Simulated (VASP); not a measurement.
Input of a VASP 6.6.1 run:

Contents of INCAR:

```
SYSTEM = MgSn2N2
PREC = Accurate
ENCUT = 520
EDIFF = 1E-7
ISMEAR = 0
SIGMA = 0.1
LREAL = .FALSE.
LASPH = .TRUE.
NELM = 60
ALGO = Normal
ISIF = 2
LWAVE = .FALSE.
LCHARG = .FALSE.
GGA = PE
NBANDS = 28
```

File KPOINTS:

```
Automatic mesh
0
G
  10 10 10
  0 0 0
```

POSCAR

```
MgSn2N2
1.0
   -2.9562398471      2.9562398471      4.0451728411
    2.9562398471     -2.9562398471      4.0451728411
    2.9562398471      2.9562398471     -4.0451728411
Mg Sn N
1 2 2
Direct
    0.0000000000      0.0000000000      0.0000000000
    0.5000000000      0.0000000000      0.5000000000
    0.0000000000      0.5000000000      0.5000000000
    0.7500000000      0.2500000000      0.5000000000
    0.2500000000      0.7500000000      0.5000000000
```

Potentials or basis: VASP PAW PBE potentials, release 64 (Mg, Sn_d, N).

Launch:

```console
$ cat potpaw_PBE.64/Mg/POTCAR potpaw_PBE.64/Sn_d/POTCAR potpaw_PBE.64/N/POTCAR > POTCAR
$ mpirun -np 1 vasp_std > vasp.out
```

(1) Predict the pressure.

(2) What does it give for the band gap on the k mesh?

Answers

(1) 0.0 GPa.

(2) zero (bands 20 and 21 overlap by 1.32 eV).

Caveat: spin-orbit coupling is left out, which moves the levels of the heavy elements.
